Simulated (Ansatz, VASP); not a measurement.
## Al6H: VASP beside Ansatz

Contents of INCAR:

```
SYSTEM = Al6H
PREC = Accurate ; ENCUT = 520
EDIFF = 1E-6 ; ISMEAR = 0
SIGMA = 0.1 ; LREAL = .FALSE.
LASPH = .TRUE. ; NELM = 100
ALGO = Normal ; ISIF = 2
LWAVE = .FALSE. ; LCHARG = .TRUE.
LDIPOL = .TRUE. ; IDIPOL = 3
DIPOL = 0.5 0.5 0.291 ; GGA = PE
LELF = .TRUE. ; LVHAR = .TRUE.
LVACPOTAV = .TRUE. ; NBANDS = 32
```

KPOINTS

```
regular mesh
0
G
  5 5 1
  0 0 0
```

Contents of POSCAR:

```
Al6H
1.0
    5.7135165837      0.0000000000      0.0000000000
    0.0000000000      5.7135165837      0.0000000000
    0.0000000000      0.0000000000     22.1746954375
Al H
12 2
Direct
    0.2500000000      0.2500000000      0.1803857921
    0.2500000000      0.7500000000      0.1803857921
    0.7500000000      0.2500000000      0.1803857921
    0.7500000000      0.7500000000      0.1803857921
    0.0000000000      0.0000000000      0.2744050924
    0.0000000000      0.5000000000      0.2744050924
    0.5000000000      0.0000000000      0.2744050924
    0.5000000000      0.5000000000      0.2744050924
    0.2500000000      0.2500000000      0.3686497278
    0.2500000000      0.7500000000      0.3686497278
    0.7500000000      0.2500000000      0.3686497278
    0.7500000000      0.7500000000      0.3686497278
    0.0000000000     -0.2319062141      0.3889431294
    0.0000000000      0.2319062141      0.3889431294
```

Input for Ansatz:

```yaml
crystal:
  lattice:
    - [5.7135165837, 0.0, 0.0]
    - [0.0, 5.7135165837, 0.0]
    - [0.0, 0.0, 22.1746954375]
  atoms:
    - { symbol: Al, position: [0.25, 0.25, 0.1803857921] }
    - { symbol: Al, position: [0.25, 0.75, 0.1803857921] }
    - { symbol: Al, position: [0.75, 0.25, 0.1803857921] }
    - { symbol: Al, position: [0.75, 0.75, 0.1803857921] }
    - { symbol: Al, position: [0.0, 0.0, 0.2744050924] }
    - { symbol: Al, position: [0.0, 0.5, 0.2744050924] }
    - { symbol: Al, position: [0.5, 0.0, 0.2744050924] }
    - { symbol: Al, position: [0.5, 0.5, 0.2744050924] }
    - { symbol: Al, position: [0.25, 0.25, 0.3686497278] }
    - { symbol: Al, position: [0.25, 0.75, 0.3686497278] }
    - { symbol: Al, position: [0.75, 0.25, 0.3686497278] }
    - { symbol: Al, position: [0.75, 0.75, 0.3686497278] }
    - { symbol: H, position: [0.0, -0.2319062141, 0.3889431294] }
    - { symbol: H, position: [0.0, 0.2319062141, 0.3889431294] }
basis:
  ecutwfc: 420
kpoints:
  mp_grid: { grid: [5, 5, 1] }
hamiltonian:
  xc: pbe
  pseudopotentials: { kind: paw, azcp: { folder: soft_1 } }
scf:
  occupations: { method: gaussian, width: 0.1 }
output:
  forces: true
  eigenvalues: true
efield:
  axis: 3
  dipole_correction: true
  ramp_width: 0.04
```

Alike in both runs: task single point; functional PBE; k mesh 5 × 5 × 1; occupations gaussian, width 0.1 eV; no spin polarisation.

|  | VASP | Ansatz |
| --- | --- | --- |
| version | VASP 6.6.1 | Ansatz 0.2.0 |
| potentials or method | VASP PAW PBE potentials, release 64 (Al, H), cutoff 520 eV | scalar-relativistic, plane waves, PAW |
| valence electrons in the cell | 38 | 38 |

```csv
,VASP,Ansatz,Ansatz less VASP
gap on the k mesh at the Fermi level (eV),none,none,-
rms of the force components (eV/Å),1.012,1.014,+0.0015
"work function, face that differs most (eV)",4.35,4.35,-0.002
```

Atom by atom the forces differ by 0.002 eV/Å (rms over components). A gap of «none» marks a metal or a gap that the smearing closes.
